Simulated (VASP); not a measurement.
Runs of VASP 6.6.1 on Ba2S (CdCl2 type). The structure is that of space group R-3m (No. 166), or close to it. The cells are those of the table. 

```tsv
task	cell	k mesh	smearing	gap on the mesh (eV)	pressure (GPa)	largest force (eV/Å)
single point	a = 6.301 Å, angles 35.7°, 3 atoms	9 × 9 × 9	fermi-dirac 0.05 eV	none	(b)	0.19
single point	a = 8.089 Å, angles 31.4°, 3 atoms	9 × 9 × 9	fermi-dirac 0.05 eV	none	0.5	0.09
single point	a = 6.409 Å, angles 31.4°, 3 atoms	9 × 9 × 9	fermi-dirac 0.05 eV	none	(a)	0.32
electric field gradients	a = 8.089 Å, angles 31.4°, 3 atoms	9 × 9 × 9	fermi-dirac 0.05 eV	none	0.5	0.09
single point	a = 6.301 Å, angles 35.7°, 3 atoms	9 × 9 × 9, shifted	fermi-dirac 0.15 eV	none	16.8	0.26
```

Alike in all rows: level PBEsol; potentials or basis VASP PAW PBE potentials, release 64 (S, Ba_sv); no spin polarisation; cutoff (eV) 520.

**Question.** Estimate the missing entries.

**Answer.** (a) 36.4; (b) 16.6.

Caveats: the PAW data sets were made with another functional, which shifts forces and pressure a little; spin-orbit coupling is left out, which moves the levels of the heavy elements.

A k mesh can miss the band edges, and the runs leave out spin-orbit coupling on Ba.

A gap of «none» marks levels without a gap at the run's occupations.
